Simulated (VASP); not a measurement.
# ZnS (P6_3mc) in VASP: notebook

The runs below take ZnS through single point, with PBEsol.

Program: VASP 6.6.1. These are calculated values, not measurements. Logs are shortened: lines on timing, memory, paths and dates and some standing lists are left out, and cuts for length are marked.

**1. The cell of the first run**

Symmetry: P6_3mc, No. 186, hexagonal system. The conventional cell has a = 3.811 Å, b = 3.811 Å, c = 6.172 Å, α = 90.00°, β = 90.00°, γ = 120.00°. Within 3.1 Å of Zn (site symmetry 3m) lie 4 S at 2.31 to 2.38 Å. S (site symmetry 3m) has 4 Zn at 2.31 to 2.38 Å within 3.1 Å.

**2. Single point, PBEsol (zz strain of -1 %)**

INCAR

```
SYSTEM = ZnS
  ALGO = Normal
  EDIFF = 1E-6
  ENCUT = 520
  GGA = PS
  ISIF = 2
  ISMEAR = -1
  LASPH = .True.
  LCHARG = .False.
  LREAL = .False.
  LWAVE = .False.
  NBANDS = 26
  NELM = 60
  PREC = Accurate
  SIGMA = 0.03
```

KPOINTS

```
k-points
0
Gamma
  8 8 5
  0 0 0
```

POSCAR

```
ZnS
1.0
    3.8109987816      0.0000000000      0.0000000000
   -1.9054993908      3.3004217586      0.0000000000
    0.0000000000      0.0000000000      6.1716600000
Zn S
2 2
Direct
    0.3333333333      0.6666666667      0.0000000000
    0.6666666667      0.3333333333      0.5000000000
    0.3333333333      0.6666666667      0.3850000000
    0.6666666667      0.3333333333      0.8850000000
```

Potentials or basis: VASP PAW PBE potentials, release 64 (Zn, S).

The run is started by

```sh
cat potpaw_PBE.64/Zn/POTCAR potpaw_PBE.64/S/POTCAR > POTCAR
mpirun -np 1 vasp_std > vasp.out
```

OUTCAR:

```text
SYSTEM = ZnS
   EDIFF = 1E-6
   ENCUT = 520
   GGA = PS
   ISIF = 2
   ISMEAR = -1
   LASPH = .True.
   LREAL = .False.
   NELM = 60
   PREC = Accurate

 ion  position               nearest neighbor table
   1  0.333  0.667  0.000-   4 2.31   4 2.31   4 2.31   3 2.38
   2  0.667  0.333  0.500-   3 2.31   3 2.31   3 2.31   4 2.38
   3  0.333  0.667  0.385-   2 2.31   2 2.31   2 2.31   1 2.38
   4  0.667  0.333  0.885-   1 2.31   1 2.31   1 2.31   2 2.38

  LATTYP: Found a hexagonal cell.
 ALAT       =     3.8109987816
 C/A-ratio  =     1.6194337374

  Lattice vectors:

 A1 = (   3.8109987816,   0.0000000000,   0.0000000000)
 A2 = (  -1.9054993908,   3.3004217586,   0.0000000000)
 A3 = (   0.0000000000,   0.0000000000,   6.1716600000)

Analysis of symmetry for initial positions (statically):
=====================================================================
 Subroutine PRICEL returns:
 Original cell was already a primitive cell.

 Routine SETGRP: Setting up the symmetry group for a
 hexagonal supercell.

 Subroutine GETGRP returns: Found 12 space group operations
 (whereof  6 operations were pure point group operations)
 out of a pool of 24 trial point group operations.

The static configuration has the point symmetry C_3v.
 The point group associated with its full space group is C_6v.

Analysis of symmetry for dynamics (positions and initial velocities):
=====================================================================
 Subroutine PRICEL returns:
 Original cell was already a primitive cell.

 Routine SETGRP: Setting up the symmetry group for a
 hexagonal supercell.

 Subroutine GETGRP returns: Found 12 space group operations
 (whereof  6 operations were pure point group operations)
 out of a pool of 24 trial point group operations.

The dynamic configuration has the point symmetry C_3v.
 The point group associated with its full space group is C_6v.

 Subroutine INISYM returns: Found 12 space group operations
 (whereof  6 operations are pure point group operations),
 and found     1 'primitive' translations

----------------------------------------------------------------------------------------

                                     Primitive cell

  volume of cell :      77.6265

  direct lattice vectors                    reciprocal lattice vectors
     3.810998782  0.000000000  0.000000000     0.262398405  0.151495789  0.000000000
    -1.905499391  3.300421759  0.000000000     0.000000000  0.302991579  0.000000000
[... 89 lines left out ...]
   EDIFF  = 0.1E-05   stopping-criterion for ELM
   LREAL  =      F    real-space projection
   EDIFFG = 0.1E-04   stopping-criterion for IOM
   NSW    =      0    number of steps for IOM
   IBRION =     -1    ionic relax: 0-MD 1-quasi-New 2-CG
   NFREE  =      0    steps in history (QN), initial steepest desc. (CG)
   ISIF   =      2    stress and relaxation
   ISYM   =      2    0-nonsym 1-usesym 2-fastsym
   POTIM  = 0.5000    time-step for ionic-motion
   TEBEG  =    0.0;   TEEND  =   0.0 temperature during run
   PSTRESS=    0.0 pullay stress
   NELECT =      36.0000    total number of electrons
   NUPDOWN=      -1.0000    fix difference up-down
   EMIN   =  10.00;   EMAX   =-10.00  energy-range for DOS
   EFERMI =   0.00;   METHOD = LEGACY
   ISMEAR =    -1;   SIGMA  =   0.03  broadening in eV -4-tet -1-fermi 0-gaus
   EFERMI_NEDOS =   21; number of points for ismear=-14 and -15
   IALGO  =     38    algorithm
   IMIX   =      4    mixing-type and parameters
     AMIX     =   0.40;   BMIX     =  1.00
     AMIX_MAG =   1.60;   BMIX_MAG =  1.00
  volume/ion in A,a.u.               =      19.41       130.96
  Fermi-wavevector in a.u.,A,eV,Ry     =   1.267182  2.394626 21.847550  1.605750
  Thomas-Fermi vector in A             =   2.400343
   LORBIT       =      0    0 simple, 1 ext, 2 COOP (PROOUT), +10 PAW based schemes
   GGA     = PS    functional components
   LHFCALC =     F    Hartree Fock is set to
   AEXX    =    0.0000 exact exchange contribution
   IVDW    =     0    specifies the selected vdW correction
   LEPSILON=     F    determine dielectric tensor
   LRPA    =     F    only Hartree local field effects (RPA)
 non-spin polarized calculation
  energy-cutoff  :      520.00
  volume of cell :       77.63
 maximum number of plane-waves:      2110
   NGX = 15   NGY = 15   NGZ = 23

 number of electron      35.9999970 magnetization

 Free energy of the ion-electron system (eV)
  ---------------------------------------------------
  ext. energy  EPLUGINS =         0.00000000
  ---------------------------------------------------
  free energy    TOTEN  =       -15.14934387 eV

  energy without entropy =      -15.14934387  energy(sigma->0) =      -15.14934387

 E-fermi :   2.7521     XC(G=0):  -9.9169

 val. band max:        2.1850286642   @ k =   0.0000   0.0000   0.0000
 cond. band min:       4.3299363488   @ k =   0.0000   0.0000   0.0000
 fundamental gap:      2.1449076846
 Fermi energy:         2.7520766058

 k-point     1 :       0.0000    0.0000    0.0000
  band No.  band energies     occupation
      1     -11.1134      2.00000
      2     -10.1280      2.00000
      3      -4.2721      2.00000
      4      -4.2721      2.00000
      5      -4.2059      2.00000
      6      -4.2053      2.00000
[... 685 lines left out ...]
     25      11.1320      0.00000
     26      11.5065      0.00000

 [... further k-points ...]

------------------------ aborting loop because EDIFF is reached ----------------------------------------

  FORCE on cell =-STRESS in cart. coord.  units (eV):
  Direction    XX          YY          ZZ          XY          YZ          ZX
  --------------------------------------------------------------------------------------
  -------------------------------------------------------------------------------------
  Total       -0.0967054     -0.0967054     -0.4252897      0.0000000     -0.0000000      0.0000000
  in kB       -1.9959568     -1.9959568     -8.7777900      0.0000000     -0.0000000      0.0000000
  external PRESSURE =      -4.2565679 kB  Pullay stress =       0.0000000 kB

 VOLUME and BASIS-vectors are now :
 -----------------------------------------------------------------------------
  energy-cutoff  :      520.00
  volume of cell :       77.63
      direct lattice vectors                 reciprocal lattice vectors
     3.810998782  0.000000000  0.000000000     0.262398405  0.151495789  0.000000000
    -1.905499391  3.300421759  0.000000000     0.000000000  0.302991579  0.000000000
     0.000000000  0.000000000  6.171660000     0.000000000  0.000000000  0.162030961

 POSITION                                       TOTAL-FORCE (eV/Angst)
 -----------------------------------------------------------------------------------
     -0.00000      2.20028      0.00000        -0.000000     -0.000000      0.268994
      1.90550      1.10014      3.08583         0.000000      0.000000      0.268994
     -0.00000      2.20028      2.37609         0.000000      0.000000     -0.268994
      1.90550      1.10014      5.46192        -0.000000      0.000000     -0.268994
 -----------------------------------------------------------------------------------
    total drift:                               -0.000000     -0.000000      0.000188

  FREE ENERGIE OF THE ION-ELECTRON SYSTEM (eV)
  ---------------------------------------------------
  free  energy   TOTEN  =       -15.1493438690 eV

  energy  without entropy=      -15.1493438690  energy(sigma->0) =      -15.14934387
```

It took 58 s on 1 thread of Intel Xeon 6975P-C, shared host; peak memory 0.21 GiB.

What came out:

| Quantity | Value |
| --- | --- |
| Free energy | -15.1493 eV |
| Pressure | -0.4 GPa |
| Largest force | 0.269 eV/Å |
| Band gap on the k mesh | 2.14 eV, direct |

Forces in eV/Å, atoms in the order of the input:
```
Zn   0.000  0.000  0.269
Zn   0.000  0.000  0.269
S    0.000  0.000 -0.269
S    0.000  0.000 -0.269
```

Stress tensor (GPa, compression positive):
```
-0.20  0.00  0.00
 0.00 -0.20  0.00
 0.00  0.00 -0.88
```

Caveat: the cell differs from its parent crystal (zz strain of -1 %); the PAW data sets were made with another functional, which shifts forces and pressure a little.

**3. Single point, PBEsol (zz strain of +1 %)**

INCAR

```
PREC = Accurate
ENCUT = 520
EDIFF = 1E-6
ISMEAR = -1
SIGMA = 0.03
LREAL = F
LASPH = T
NELM = 100
ALGO = Normal
ISIF = 2
LWAVE = F
LCHARG = T
GGA = PS
LELF = T
LVHAR = T
NBANDS = 26
```

KPOINTS

```
Automatic mesh
0
Gamma
  8 8 5
```

POSCAR: that of step 2 with these lines changed.

```diff
@@ -4,3 +4,3 @@
    -1.9054993908      3.3004217586      0.0000000000
-    0.0000000000      0.0000000000      6.1716600000
+    0.0000000000      0.0000000000      6.2963400000
 Zn S
```

Potentials or basis: VASP PAW PBE potentials, release 64 (Zn, S).

The run is started by

```sh
cat potpaw_PBE.64/Zn/POTCAR potpaw_PBE.64/S/POTCAR > POTCAR
mpirun -np 1 vasp_std > vasp.out
```

Run time: 63 s. Hardware: 1 thread of Intel Xeon 6975P-C, shared host; peak memory 0.21 GiB.

Results (log left out):

* Free energy: -15.1272 eV
* Pressure: -1.7 GPa
* Largest force: 0.337 eV/Å
* Band gap on the k mesh: 2.07 eV, direct

Forces on the atoms (eV/Å):
```
Zn   0.000  0.000  0.337
Zn   0.000  0.000  0.337
S    0.000  0.000 -0.337
S    0.000  0.000 -0.337
```

Stress tensor (GPa, compression positive):
```
-0.76  0.00  0.00
 0.00 -0.76  0.00
 0.00  0.00 -3.64
```

Levels at points of the mesh, in eV from the valence-band top:
```csv
k point,band 15,band 16,band 17,band 18,band 19,band 20,band 21,band 22
"(0.00, 0.00, 0.00)",-0.82,-0.02,0.00,0.00,2.07,2.94,6.26,6.26
"(0.50, 0.00, 0.00)",-3.15,-2.22,-1.56,-0.99,3.54,4.13,5.02,7.09
```

Caveat: the cell differs from its parent crystal (zz strain of +1 %); the PAW data sets were made with another functional, which shifts forces and pressure a little.
